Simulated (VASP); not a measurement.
Wanted: the native input for a VASP 6.6.1 run.

* Task: single point
* Functional: r2SCAN
* Potentials or basis: VASP PAW PBE potentials, release 64 (Cd, I)
* Cutoff: 550 eV
* k mesh: 12 × 12 × 4
* Occupations: gaussian, width 0.01 eV
* Spin: no spin polarisation
* Dipole correction: no
* Further INCAR settings: ALGO = Normal; EDIFF = 1e-06; NBANDS = 20

Crystal: CdI2.

```xyz
3
Lattice="4.2470 0.0000 0.0000 -2.1235 3.6780 0.0000 0.0000 0.0000 6.6882" Properties=species:S:1:pos:R:3 pbc="T T T"
Cd    0.0000    0.0000    0.0000
I     0.0000    2.4520    1.7054
I     2.1235    1.2260    4.9828
```

This cell differs from its parent crystal: uniaxial z strain -3.0%.

One way to write it, as run:

POSCAR

```
CdI2
1.0
    4.2470087270      0.0000000000      0.0000000000
   -2.1235043635      3.6780174477      0.0000000000
    0.0000000000      0.0000000000      6.6881744112
Cd I
1 2
Direct
    0.0000000000      0.0000000000      0.0000000000
    0.3333333333      0.6666666667      0.2549893080
    0.6666666667      0.3333333333      0.7450106920
```

INCAR.step1

```
ALGO = Normal
EDIFF = 1E-5
ENCUT = 550
GGA = PE
GGA_COMPAT = False
ISMEAR = 0
LASPH = True
LCHARG = False
LREAL = False
LWAVE = True
NBANDS = 20
NELM = 120
PREC = Accurate
SIGMA = 0.01
```

INCAR.step2

```
ALGO = Normal
EDIFF = 1E-6
ENCUT = 550
GGA_COMPAT = False
ISIF = 2
ISMEAR = 0
ISTART = 1
LASPH = True
LCHARG = True
LELF = True
LMIXTAU = True
LREAL = False
LVHAR = True
LWAVE = False
METAGGA = R2SCAN
NBANDS = 20
NELM = 120
PREC = Accurate
SIGMA = 0.01
```

KPOINTS

```
k-points
0
Gamma
  12 12 4
```

Potentials or basis: VASP PAW PBE potentials, release 64 (Cd, I).

Run with:

```sh
$ cat potpaw_PBE.64/Cd/POTCAR potpaw_PBE.64/I/POTCAR > POTCAR
$ cp INCAR.step1 INCAR
$ mpirun -np 1 vasp_std > vasp.out
$ cp INCAR.step2 INCAR
$ mpirun -np 1 vasp_std > vasp.out
```

It gave:

```json
{
  "Pressure": "1.5 GPa",
  "Largest force": "0.019 eV/Å",
  "Band gap on the k mesh": "2.79 eV (least direct gap 3.07 eV)"
}
```

Caveat: the cell differs from its parent crystal (uniaxial z strain -3.0%); the PAW data sets were made with another functional, which shifts forces and pressure a little; spin-orbit coupling is left out, which moves the levels of the heavy elements.

Wall time 12 min on 1 thread of Oxide Virtual Turin-like Processor, with other jobs on the host, peak memory 0.31 GiB.
